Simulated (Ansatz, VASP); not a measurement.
## SiC3 in VASP and in Ansatz

The input INCAR:

```
PREC     = Accurate       # precision mode
ENCUT    = 520            # plane-wave cutoff, eV
EDIFF    = 1E-7           # SCF threshold, eV
ISMEAR   = 0              # smearing method
SIGMA    = 0.1            # smearing width, eV
LREAL    = F              # projectors in reciprocal space
LASPH    = T              # aspherical terms in the spheres
NELM     = 80             # most SCF steps
ALGO     = Normal         # electronic algorithm
ISIF     = 2              # what is computed and relaxed
LWAVE    = F              # write WAVECAR
LCHARG   = F              # write CHGCAR
GGA      = PE             # functional
NBANDS   = 16             # bands
```

Contents of KPOINTS:

```
Automatic mesh
0
Gamma
  6 6 2
```

POSCAR

```
SiC3
1.0
    2.6566235900      0.0000000000      0.0000000000
   -1.3283118000      2.3007035200      0.0000000000
    0.0000000000      0.0000000000      8.7757671300
Si C
1 3
Direct
    0.6666666700      0.3333333300      0.5000000000
    0.3333333300      0.6666666700      0.7500000000
    0.3333333300      0.6666666700      0.2500000000
    0.6666666700      0.3333333300      0.0000000000
```

Input for Ansatz:

```yaml
crystal:
  lattice:
    - [2.65662359, 0.0, 0.0]
    - [-1.3283118, 2.30070352, 0.0]
    - [0.0, 0.0, 8.77576713]
  atoms:
    - { symbol: Si, position: [0.66666667, 0.33333333, 0.5] }
    - { symbol: C, position: [0.33333333, 0.66666667, 0.75] }
    - { symbol: C, position: [0.33333333, 0.66666667, 0.25] }
    - { symbol: C, position: [0.66666667, 0.33333333, 0.0] }
basis:
  ecutwfc: 420
kpoints:
  mp_grid: { grid: [6, 6, 2] }
hamiltonian:
  xc: pbe
scf:
  occupations: { method: gaussian, width: 0.1 }
  lower_state_search: "off"
output:
  forces: true
  stress: true
  eigenvalues: true
```

Alike in both runs: task single point; functional PBE; k mesh 6 × 6 × 2; occupations gaussian, width 0.1 eV; no spin polarisation.

|  | VASP | Ansatz |
| --- | --- | --- |
| version | VASP 6.6.1 | Ansatz 0.2.0 |
| potentials or method | VASP PAW PBE potentials, release 64 (Si, C), cutoff 520 eV | scalar-relativistic, plane waves, PAW |
| valence electrons in the cell | 16 | 16 |

```csv
,VASP,Ansatz,Ansatz less VASP
gap on the k mesh at the Fermi level (eV),none,none,-
pressure (GPa),-23.4,-23.4,-0.02
"traceless stress, the component that is largest in VASP (GPa)",-6.07,-6.07,-0.001
rms of the force components (eV/Å),0.043,0.043,+0.0001
```

Atom by atom the forces differ by 0.000 eV/Å (rms over components). A gap of «none» marks a metal or a gap that the smearing closes.

The k mesh is coarse, so the values compare programs but aren't converged.
